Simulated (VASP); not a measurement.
Input of a VASP 6.6.1 run:

The input INCAR:

```
ALGO = Normal ; EDIFF = 1E-6
ENCUT = 520 ; ISIF = 2
ISMEAR = 0 ; LASPH = True
LCHARG = False ; LREAL = False
LWAVE = False ; NBANDS = 11
NELM = 100 ; PREC = Accurate
SIGMA = 0.05
```

KPOINTS

```
k-points
0
Gamma
  10 10 10
```

Contents of POSCAR:

```
BAs
1.0
    0.0000000000      2.3885000000      2.4840400000
    2.3885000000      0.0000000000      2.4840400000
    2.3885000000      2.3885000000      0.0000000000
B As
1 1
Direct
    0.0000000000      0.0000000000      0.0000000000
    0.7500000000      0.7500000000      0.7500000000
```

Potentials or basis: VASP PAW LDA potentials, release 64 (B, As).

Command:

```sh
$ cat potpaw_LDA.64/B/POTCAR potpaw_LDA.64/As/POTCAR > POTCAR
$ mpirun -np 1 vasp_std > vasp.out
```

Task: Predict the band gap on the k mesh.

Result: 0.87 eV, indirect (least direct gap 3.00 eV).

Task: Estimate the pressure.

Result: -7.9 GPa.

Stress tensor (GPa, compression positive):
```
 -5.19   0.00   0.00
  0.00  -5.19   0.00
  0.00   0.00 -13.47
```

Caveat: the cell differs from its parent crystal (strain +0.000 along x and y, +0.040 along z). A k mesh can miss the band edges.
